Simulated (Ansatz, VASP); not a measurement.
**Two plane-wave programs on Fe**

```
CELL_PARAMETERS angstrom
0.00000 1.94819 1.97163
1.50342 0.00000 1.97163
1.50342 1.94819 0.00000
ATOMIC_POSITIONS crystal
Fe 0.00000 0.00000 0.00000
```

Change from the starting cell: volume scaled by 1.01, PAW files.

Alike in both runs: task electric field gradients; functional LDA; k mesh 16 × 16 × 16; occupations fermi-dirac, width 0.05 eV; collinear spin.

|  | VASP | Ansatz |
| --- | --- | --- |
| version | VASP 6.6.1 | Ansatz 0.2.0 |
| potentials or method | VASP PAW LDA potentials, release 64 (Fe) | PAW with Ansatz's default frozen-core files, scalar-relativistic |
| plane-wave cutoff (eV) | 520 | 420 |
| valence electrons in the cell | 8 | 16 |

Ansatz gave:

```
pressure (GPa)                                                : -19.4
traceless stress, the component that is largest in VASP (GPa) : -5.29
net moment per atom (μB)                                      : 2.20
size of the moment on the site where the two differ most (μB) : 2.21
size of Vzz on the site where it differs most (V/Å²)          : 7.8
```

Q: What did VASP give for the same quantities?

A: Pressure (GPa): -20.2; traceless stress, the component that is largest in VASP (GPa): -5.40; net moment per atom (μB): 2.16; size of the moment on the site where the two differ most (μB): 2.14; size of Vzz on the site where it differs most (V/Å²): 7.9.

LDA's correlation is that of Perdew and Zunger in VASP and of Perdew and Wang (1992) in Ansatz. Site moments also hang on the region over which each program counts them. VASP's potentials hold 8 valence electrons a cell and Ansatz's 16, so a difference there can come from the potentials and not from the codes.
